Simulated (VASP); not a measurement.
Here is a VASP 6.6.1 calculation.

The input INCAR:

```
SYSTEM = Au
  PREC = Accurate
  ENCUT = 520
  EDIFF = 1E-7
  ISMEAR = 0
  SIGMA = 0.2
  LREAL = .FALSE.
  LASPH = .TRUE.
  NELM = 80
  ALGO = Fast
  ISIF = 2
  LWAVE = .FALSE.
  LCHARG = .FALSE.
  GGA = PE
  NBANDS = 42
```

The input KPOINTS:

```
regular mesh
0
G
  6 6 4
  0 0 0
```

The input POSCAR:

```
Au
1.0
   -3.9935709633      0.0001823914     -0.0001343527
   -0.0001234877     -0.0008323648     -3.9938720552
   -0.0009349220     -7.9110119428     -0.0016434303
Au
6
Direct
    0.5001238681     -0.0004360930      0.0000869525
    0.4998831072      0.0001431236      0.4999485430
   -0.0000552520     -0.0003173332      0.7500003632
   -0.0000446114      0.0006392004      0.2499284556
    0.0002227394      0.4997550786      0.0001396220
   -0.0001298513      0.5002160236      0.4998960638
```

Potentials or basis: VASP PAW PBE potentials, release 64 (Au).

The run is started by

```bash
$ cat potpaw_PBE.64/Au/POTCAR > POTCAR
$ mpirun -np 1 vasp_std > vasp.out
```

Problem. Predict the largest force.

Solution. 0.014 eV/Å.

Problem. Estimate the pressure.

Solution. -0.1 GPa.

Forces in eV/Å, atoms in the order of the input:
```
Au   0.002  0.006 -0.003
Au  -0.001 -0.001 -0.002
Au  -0.001 -0.001 -0.004
Au  -0.001 -0.008  0.011
Au   0.002  0.008 -0.005
Au   0.000 -0.003  0.003
```
